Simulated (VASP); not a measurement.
**H24CO11: single point with PBE+D3(BJ)**

The system is H24CO11.

```xyz
36
Lattice="7.1596 0.0000 0.0000 0.0000 7.1596 0.0000 0.0000 0.0000 7.1596" Properties=species:S:1:pos:R:3 pbc="T T T"
O     3.6077    1.4801    6.9294
O     1.5616    6.9176    3.7132
O     6.2154    3.0040    2.8055
O     6.1257    0.7980    1.3357
O     4.9532    5.7187    2.5511
O     0.3519    5.7761    7.3018
O     2.4381    4.9243    5.4007
O     2.6302    6.3227    1.1791
O     5.5110    6.3747    5.3057
O     5.9016    1.8970    5.2767
O     2.2938    2.4132    4.4222
H     4.4034    1.7128    6.2766
H     2.9262    1.5303    6.2195
H     1.9316    6.2535    4.3654
H     2.0498    6.7007    2.8461
H     6.3107    2.1440    2.2656
H     7.1234    3.2211    3.0409
H     5.8623    0.1341    1.9718
H     5.3772    1.0499    0.8540
H     4.0418    5.5435    2.2937
H     5.4271    4.8403    2.4064
H    -0.0243    5.2465    6.5343
H    -0.3377    6.4450    7.5389
H     3.3744    4.7559    5.6165
H     2.2161    4.0541    4.9770
H     2.8818    7.2586    0.8850
H     1.8475    6.0569    0.6692
H     4.8520    6.9613    5.7659
H     5.0170    6.0416    4.5132
H     6.0795    2.3053    4.3079
H     6.2736    0.9895    5.2240
H     3.0882    3.8262    3.0161
H     1.7870    1.5845    4.2692
H     3.8491    2.0296    3.0388
H     2.2277    2.3820    2.2814
C     2.9101    2.6664    3.1160
```

```json
{
  "Program": "VASP 6.6.1",
  "Task": "single point",
  "Functional": "PBE",
  "Dispersion": "D3(BJ)",
  "Potentials or basis": "VASP PAW PBE potentials, release 64 (O, H, C)",
  "Cutoff": "520 eV",
  "k mesh": "1 × 1 × 1",
  "Occupations": "fermi-dirac, width 0.02 eV",
  "Spin": "no spin polarisation",
  "Dipole correction": "no",
  "Further INCAR settings": "LREAL = Auto; ALGO = Normal; EDIFF = 1e-06; NBANDS = 71"
}
```

```
Pressure                   : -1.4 GPa
Largest force              : 3.031 eV/Å
Band gap on the k mesh     : 4.55 eV
Dispersion energy per atom : -0.034 eV
```

Forces in eV/Å, atoms in the order of the input:
```
O    1.462  0.390 -1.904
O    0.736 -0.178 -0.437
O    0.024 -0.513 -0.007
O    2.924  0.394  0.697
O    1.418 -1.128  0.513
O   -1.113 -0.758 -0.880
O    0.362 -0.431 -0.302
O    1.608  1.662  0.884
O   -1.077  0.064  0.298
O    0.455  0.811 -1.543
O   -0.023  0.414 -1.037
H   -0.763 -0.113  1.188
H   -0.256  0.085  0.389
H   -0.277  0.283 -0.206
H   -0.719  0.232  0.618
H   -0.221  0.469 -0.062
H    0.641  0.422 -0.008
H   -0.741 -1.265  0.820
H   -2.518  0.638 -1.445
H   -0.845  0.267 -0.713
H   -0.411  0.913  0.248
H    0.547  0.999  1.056
H    0.462 -0.267 -0.193
H    0.017  0.378  0.279
H   -0.346  0.057  0.293
H   -0.208 -1.430  0.024
H   -1.015 -0.249 -0.619
H    0.371 -0.697 -0.327
H    0.493  0.254 -0.065
H   -0.809 -0.687  1.960
H   -0.088  0.032 -0.130
H   -0.001 -2.168  0.292
H   -0.117 -0.699  0.095
H   -0.810  1.038 -0.006
H    0.243  0.058  0.404
C    0.595  0.720 -0.171
```

Stress tensor (GPa, compression positive):
```
 0.70  0.82  1.59
 0.82 -2.92  0.00
 1.59  0.00 -2.10
```

Levels at points of the mesh, in eV from the valence-band top:
| k point | band 45 | band 46 | band 47 | band 48 | band 49 | band 50 |
| --- | --- | --- | --- | --- | --- | --- |
| (0.00, 0.00, 0.00) | -0.21 | -0.11 | 0.00 | 4.55 | 7.04 | 7.11 |

Wall time 69 s on 1 thread of Intel(R) Xeon(R) Platinum 8259CL CPU @ 2.50GHz (Skylake/Cascade Lake), with other jobs on the host, peak memory 0.36 GiB.

Caveat: the k points lie up to 0.88 Å⁻¹ apart.
